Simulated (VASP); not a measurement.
# Ta2C (P-3m1) in VASP: a series of runs

The runs below take Ta2C through vibrations by perturbation theory, with PBEsol.

Program: VASP 6.6.1. These are calculated values, not measurements. Logs are shortened: lines on timing, memory, paths and dates and some standing lists are left out, and cuts for length are marked.

### 1 The cell of the first run

It takes space group P-3m1 (No. 164, trigonal). Conventional cell: a = 3.096 Å, b = 3.096 Å, c = 4.920 Å, α = 90.00°, β = 90.00°, γ = 120.00°. Ta (site symmetry 3m) has 3 C at 2.18 Å within 2.9 Å. Within 2.9 Å of C (site symmetry -3m) lie 6 Ta at 2.18 Å.

### 2 Vibrations by perturbation theory, PBEsol

The input, INCAR:

```
PREC = Accurate
ENCUT = 520
EDIFF = 1E-8
ISMEAR = -1
SIGMA = 0.15
LREAL = F
LASPH = T
NELM = 60
ALGO = Normal
ISIF = 2
LWAVE = F
LCHARG = F
GGA = PS
NBANDS = 20
IBRION = 8
NSW = 1
```

The input, KPOINTS:

```
Automatic mesh
0
Gamma
  18 18 8
```

The input, POSCAR:

```
Ta2C
1.0
    3.0958855133      0.0000000000      0.0000000000
   -1.5479427567      2.6811155018      0.0000000000
    0.0000000000      0.0000000000      4.9201740854
Ta C
2 1
Direct
    0.3333333333      0.6666666667      0.2528276347
    0.6666666667      0.3333333333      0.7471723653
    0.0000000000      0.0000000000      0.0000000000
```

Potentials or basis: VASP PAW PBE potentials, release 64 (Ta_pv, C).

The run is started by

```bash
$ cat potpaw_PBE.64/Ta_pv/POTCAR potpaw_PBE.64/C/POTCAR > POTCAR
$ mpirun -np 1 vasp_std > vasp.out
```

OUTCAR:

```text
PREC = Accurate
   ENCUT = 520
   EDIFF = 1E-8
   ISMEAR = -1
   LREAL = F
   LASPH = T
   NELM = 60
   ISIF = 2
   GGA = PS
   IBRION = 8
   NSW = 1

 ion  position               nearest neighbor table
   1  0.333  0.667  0.253-   3 2.18   3 2.18   3 2.18   2 3.02   2 3.02   2 3.02   2 3.06   2 3.06
                             2 3.06
   2  0.667  0.333  0.747-   3 2.18   3 2.18   3 2.18   1 3.02   1 3.02   1 3.02   1 3.06   1 3.06
                             1 3.06
   3  0.000  0.000  0.000-   1 2.18   2 2.18   2 2.18   1 2.18   2 2.18   1 2.18

  LATTYP: Found a hexagonal cell.
 ALAT       =     3.0958855133
 C/A-ratio  =     1.5892622851

  Lattice vectors:

 A1 = (   3.0958855133,   0.0000000000,   0.0000000000)
 A2 = (  -1.5479427567,   2.6811155018,   0.0000000000)
 A3 = (   0.0000000000,   0.0000000000,   4.9201740854)

Analysis of symmetry for initial positions (statically):
=====================================================================
 Subroutine PRICEL returns:
 Original cell was already a primitive cell.

 Routine SETGRP: Setting up the symmetry group for a
 hexagonal supercell.

 Subroutine GETGRP returns: Found 12 space group operations
 (whereof 12 operations were pure point group operations)
 out of a pool of 24 trial point group operations.

The static configuration has the point symmetry D_3d.

Analysis of symmetry for dynamics (positions and initial velocities):
=====================================================================
 Subroutine PRICEL returns:
 Original cell was already a primitive cell.

 Routine SETGRP: Setting up the symmetry group for a
 hexagonal supercell.

 Subroutine GETGRP returns: Found 12 space group operations
 (whereof 12 operations were pure point group operations)
[... 731 lines left out ...]
     0.000000000  0.000000000  4.920174085     0.000000000  0.000000000  0.203244841

 POSITION                                       TOTAL-FORCE (eV/Angst)
 -----------------------------------------------------------------------------------
     -0.00000      1.78741      1.24396         0.000000      0.000000      0.046311
      1.54794      0.89371      3.67622        -0.000000      0.000000     -0.046311
      0.00000      0.00000      0.00000        -0.000000      0.000000     -0.000000
 -----------------------------------------------------------------------------------
    total drift:                                0.000000     -0.000000      0.000000

  FREE ENERGIE OF THE ION-ELECTRON SYSTEM (eV)
  ---------------------------------------------------
  free  energy   TOTEN  =       -36.7320691438 eV

  energy  without entropy=      -36.6661049345  energy(sigma->0) =      -36.69908704

[... ionic steps 2 to 9 ...]

--------------------------------------- Ionic step       10  -------------------------------------------

------------------------ aborting loop because EDIFF is reached ----------------------------------------

[... ionic steps 11 to 11 ...]

--------------------------------------- Ionic step       12  -------------------------------------------

 Free energy of the ion-electron system (eV)
  ---------------------------------------------------
  ---------------------------------------------------
  free energy    TOTEN  =        -0.13046512 eV

  energy without entropy =       -0.13046512

------------------------ aborting loop because EDIFF is reached ----------------------------------------

 INTERNAL STRAIN TENSOR  FOR ION    3  DIRECTION 3   (eV/Angst):
 -----------------------------------------------------------------------------
     0.01268 -0.00000 -0.00000
    -0.00000  0.01268  0.00000
    -0.00000  0.00000 -0.02118

 INTERNAL STRAIN TENSOR FOR ION    3 for displacements in x,y,z  (eV/Angst):
          X           Y           Z          XY          YZ          ZX
  --------------------------------------------------------------------------------
  x     0.00000     0.00000     0.00000     0.00000     0.00000     0.00000
  y     0.00000     0.00000     0.00000     0.00000     0.00000     0.00000
  z     0.00000     0.00000     0.00000     0.00000     0.00000     0.00000

 SECOND DERIVATIVES (NOT SYMMETRIZED)
 ------------------------------------
               1X          1Y          1Z          2X          2Y          2Z          3X          3Y          3Z
  1X   -10.326208    0.000000    0.000000    0.795198   -0.000000   -0.000000    9.531010   -0.000000   -0.000000
  1Y     0.000000  -10.326208    0.000000   -0.000000    0.795198    0.000000   -0.000000    9.531010    0.000000
  1Z     0.000000   -0.000000  -20.266385   -0.000000    0.000000   11.247404    0.000000    0.000000    9.018982
  2X     0.795198   -0.000000   -0.000000  -10.326208    0.000000    0.000000    9.531010   -0.000000   -0.000000
  2Y    -0.000000    0.795198    0.000000    0.000000  -10.326208    0.000000   -0.000000    9.531010    0.000000
  2Z    -0.000000    0.000000   11.247404    0.000000   -0.000000  -20.266385    0.000000    0.000000    9.018982
  3X     9.533269   -0.000000    0.000000    9.533269   -0.000000    0.000000  -19.066538    0.000000    0.000000
  3Y    -0.000000    9.533269    0.000000   -0.000000    9.533269    0.000000    0.000000  -19.066538    0.000000
  3Z     0.000000    0.000000    9.015607    0.000000    0.000000    9.015607    0.000000    0.000000  -18.031214

 Eigenvectors and eigenvalues of the dynamical matrix
 ----------------------------------------------------

   1 f  =   20.020980 THz   125.795525 2PiTHz  667.827993 cm-1    82.800081 meV
             X         Y         Z           dx          dy          dz
     -0.000000  1.787410  1.243956     0.037108   -0.121164   -0.000000
      1.547943  0.893705  3.676218     0.037108   -0.121164   -0.000000
      0.000000  0.000000  0.000000    -0.288095    0.940684    0.000000
[... 43 lines left out ...]
   9 f/i=    0.000643 THz     0.004038 2PiTHz    0.021435 cm-1     0.002658 meV
             X         Y         Z           dx          dy          dz
     -0.000000  1.787410  1.243956    -0.000000    0.000000    0.695653
      1.547943  0.893705  3.676218    -0.000000    0.000000    0.695653
      0.000000  0.000000  0.000000     0.000000    0.000000    0.179261

--------------------------------------------------------------------------------------------------------

 ELASTIC MODULI CONTR FROM IONIC RELAXATION (kBar)
 Direction    XX          YY          ZZ          XY          YZ          ZX
 --------------------------------------------------------------------------------
 XX        -158.4757   -157.9865   -218.3873      0.0000      9.8358     -0.0000
 YY        -157.9865   -158.4757   -218.3873      0.0000     -9.8358      0.0000
 ZZ        -218.3873   -218.3873   -301.4137      0.0000      0.0000      0.0000
 XY           0.0000      0.0000      0.0000     -0.2446      0.0000     11.3201
 YZ           9.8358     -9.8358      0.0000      0.0000   -395.4926      0.0000
 ZX          -0.0000      0.0000      0.0000     11.3201      0.0000   -523.8636
 --------------------------------------------------------------------------------
```

OSZICAR:

```text
N       E                     dE             d eps       ncg     rms          rms(c)
DAV:   1     0.197282120409E+03    0.19728E+03   -0.14890E+04 10640   0.136E+03
DAV:   2    -0.323227552835E+02   -0.22960E+03   -0.22425E+03 11964   0.380E+02
DAV:   3    -0.405675014006E+02   -0.82447E+01   -0.81440E+01 13484   0.646E+01
DAV:   4    -0.406624909926E+02   -0.94990E-01   -0.94749E-01 13028   0.678E+00
[... 83 lines left out ...]
RMM:   8    -0.130462826806E+00    0.74147E-05   -0.19991E-07 18692   0.242E-03    0.343E-04
RMM:   9    -0.130464883024E+00   -0.20562E-05   -0.36879E-08 19620   0.809E-04    0.120E-04
RMM:  10    -0.130464756893E+00    0.12613E-06   -0.16514E-09 19012   0.305E-04    0.396E-05
RMM:  11    -0.130465109695E+00   -0.35280E-06   -0.29735E-09 19748   0.131E-04    0.136E-05
RMM:  12    -0.130465116361E+00   -0.66656E-08   -0.98066E-10 20679   0.482E-05    0.519E-06
 Linear response finished
```

It took 80 min on 1 thread of Oxide Virtual Turin-like, shared host; peak memory 1.9 GiB.

Results:

- Highest phonon frequency at Γ: 668 cm⁻¹

Phonon frequencies in cm⁻¹ (negative: imaginary):
| q point | frequencies |
| --- | --- |
| (0.000, 0.000, 0.000) | 0 0 0 129 129 218 649 668 668 |

Caveat: the PAW data sets were made with another functional, which shifts forces and pressure a little; spin-orbit coupling is left out, which moves the levels of the heavy elements.

### 3 Vibrations by perturbation theory, PBEsol (13.89 Å³/atom)

This run uses another cell than the first one, of 13.89 Å³/atom.

The input, INCAR:

```
ALGO = Fast
EDIFF = 1E-8
ENCUT = 520
GGA = PS
IBRION = 8
ISIF = 2
ISMEAR = -1
LASPH = T
LCHARG = F
LREAL = F
LWAVE = F
NBANDS = 20
NELM = 100
NSW = 1
PREC = Accurate
SIGMA = 0.15
```

The input, KPOINTS:

```
k-points
0
Gamma
  18 18 8
```

The input, POSCAR:

```
Ta2C
1.0
    3.1165336135      0.0000000000      0.0000000000
   -1.5582668068      2.6989972810      0.0000000000
    0.0000000000      0.0000000000      4.9522982770
Ta C
2 1
Direct
    0.3333333333      0.6666666667      0.2516672662
    0.6666666667      0.3333333333      0.7483327338
    0.0000000000      0.0000000000      0.0000000000
```

Potentials or basis: VASP PAW PBE potentials, release 64 (Ta_pv, C).

The run is started by

```bash
$ cat potpaw_PBE.64/Ta_pv/POTCAR potpaw_PBE.64/C/POTCAR > POTCAR
$ mpirun -np 1 vasp_std > vasp.out
```

OUTCAR:

```text
EDIFF = 1E-8
   ENCUT = 520
   GGA = PS
   IBRION = 8
   ISIF = 2
   ISMEAR = -1
   LASPH = T
   LREAL = F
   NELM = 100
   NSW = 1
   PREC = Accurate

 ion  position               nearest neighbor table
   1  0.333  0.667  0.252-   3 2.19   3 2.19   3 2.19   2 3.05   2 3.05   2 3.05   2 3.07   2 3.07
                             2 3.07
   2  0.667  0.333  0.748-   3 2.19   3 2.19   3 2.19   1 3.05   1 3.05   1 3.05   1 3.07   1 3.07
                             1 3.07
   3  0.000  0.000  0.000-   1 2.19   2 2.19   1 2.19   2 2.19   2 2.19   1 2.19

  LATTYP: Found a hexagonal cell.
 ALAT       =     3.1165336135
 C/A-ratio  =     1.5890405467

  Lattice vectors:

 A1 = (   3.1165336135,   0.0000000000,   0.0000000000)
 A2 = (  -1.5582668068,   2.6989972810,   0.0000000000)
[... 801 lines left out ...]
  --------------------------------------------------------------------------------
  x     0.00000     0.00000     0.00000     0.00000     0.00000     0.00000
  y     0.00000     0.00000     0.00000     0.00000     0.00000     0.00000
  z     0.00000     0.00000     0.00000     0.00000     0.00000     0.00000

 SECOND DERIVATIVES (NOT SYMMETRIZED)
 ------------------------------------
               1X          1Y          1Z          2X          2Y          2Z          3X          3Y          3Z
  1X    -9.755192    0.000000   -0.000000    0.664260   -0.000000    0.000000    9.090932   -0.000000   -0.000000
  1Y     0.000000   -9.755192   -0.000000   -0.000000    0.664260    0.000000   -0.000000    9.090932   -0.000000
  1Z    -0.000000    0.000000  -19.053334    0.000000    0.000000   10.501096    0.000000   -0.000000    8.552238
  2X     0.664260   -0.000000    0.000000   -9.755192    0.000000   -0.000000    9.090932   -0.000000   -0.000000
  2Y    -0.000000    0.664260    0.000000    0.000000   -9.755192   -0.000000   -0.000000    9.090932   -0.000000
  2Z     0.000000    0.000000   10.501096   -0.000000    0.000000  -19.053334    0.000000   -0.000000    8.552238
  3X     9.098041   -0.000000    0.000000    9.098041   -0.000000    0.000000  -18.196083    0.000000    0.000000
  3Y    -0.000000    9.098041    0.000000   -0.000000    9.098041    0.000000    0.000000  -18.196083    0.000000
  3Z     0.000000   -0.000000    8.547952    0.000000   -0.000000    8.547952   -0.000000    0.000000  -17.095904

 Eigenvectors and eigenvalues of the dynamical matrix
 ----------------------------------------------------

   1 f  =   19.558455 THz   122.889399 2PiTHz  652.399844 cm-1    80.887235 meV
             X         Y         Z           dx          dy          dz
     -0.000000  1.799332  1.246331     0.113881   -0.055501    0.000000
      1.558267  0.899666  3.705967     0.113881   -0.055501    0.000000
      0.000000  0.000000  0.000000    -0.884381    0.431012    0.000000
[... 43 lines left out ...]
   9 f/i=    0.001347 THz     0.008466 2PiTHz    0.044943 cm-1     0.005572 meV
             X         Y         Z           dx          dy          dz
     -0.000000  1.799332  1.246331     0.065919   -0.692535   -0.000000
      1.558267  0.899666  3.705967     0.065919   -0.692535    0.000000
      0.000000  0.000000  0.000000     0.016977   -0.178355    0.000000

--------------------------------------------------------------------------------------------------------

 ELASTIC MODULI CONTR FROM IONIC RELAXATION (kBar)
 Direction    XX          YY          ZZ          XY          YZ          ZX
 --------------------------------------------------------------------------------
 XX        -159.5070   -159.4830   -231.1194      0.0000      2.0870     -0.0000
 YY        -159.4830   -159.5070   -231.1194      0.0000     -2.0870      0.0000
 ZZ        -231.1194   -231.1194   -334.9083      0.0000      0.0000     -0.0000
 XY           0.0000      0.0000      0.0000     -0.0120      0.0000      2.4250
 YZ           2.0870     -2.0870      0.0000      0.0000   -363.4650      0.0000
 ZX          -0.0000      0.0000     -0.0000      2.4250      0.0000   -490.7191
 --------------------------------------------------------------------------------
```

stdout:

```text
POSCAR found type information on POSCAR TaC
 POSCAR found :  2 types and       3 ions
 scaLAPACK will be used
 -----------------------------------------------------------------------------
|                                                                             |
|                                                                             |
|     You enforced a specific xc type in the INCAR file but a different       |
|     I HOPE YOU KNOW WHAT YOU ARE DOING!                                     |
|                                                                             |
 -----------------------------------------------------------------------------

 LDA part: xc-table for (Slater+PW92), standard interpolation
 POSCAR, INCAR and KPOINTS ok, starting setup
 FFT: planning ... GRIDC
 FFT: planning ... GRID_SOFT
 FFT: planning ... GRID
 WAVECAR not read
 entering main loop
 Linear response reoptimize wavefunctions to high precision
 Linear response DOF=           4
 Linear response progress:
 first order change of Fermi-energy  -0.40293E-05
 force on displaced ion       1 direction 1 :  -9.755   0.001   0.000
 Linear response progress:
 first order change of Fermi-energy   0.51689E+00
 force on displaced ion       1 direction 3 :  -0.000   0.000 -19.053
 Linear response progress:
 first order change of Fermi-energy   0.30791E-04
 force on displaced ion       3 direction 1 : -18.196   0.000   0.000
 Linear response progress:
 first order change of Fermi-energy   0.47096E-04
 force on displaced ion       3 direction 3 :  -0.000   0.000 -17.096
 Linear response finished
```

It took 70 min on 1 thread of Oxide Virtual Turin-like, shared host; peak memory 1.9 GiB.

Results:

| Property | Result |
| --- | --- |
| Highest phonon frequency at Γ | 652 cm⁻¹ |

Phonon frequencies in cm⁻¹ (negative: imaginary):
```
              q point                    frequencies
(0.000, 0.000, 0.000)  0 0 0 125 125 211 632 652 652
```

Caveat: the cell stands under pressure or tension, which shifts response properties; the PAW data sets were made with another functional, which shifts forces and pressure a little; spin-orbit coupling is left out, which moves the levels of the heavy elements.

(Part 1 of 2 ends here.)
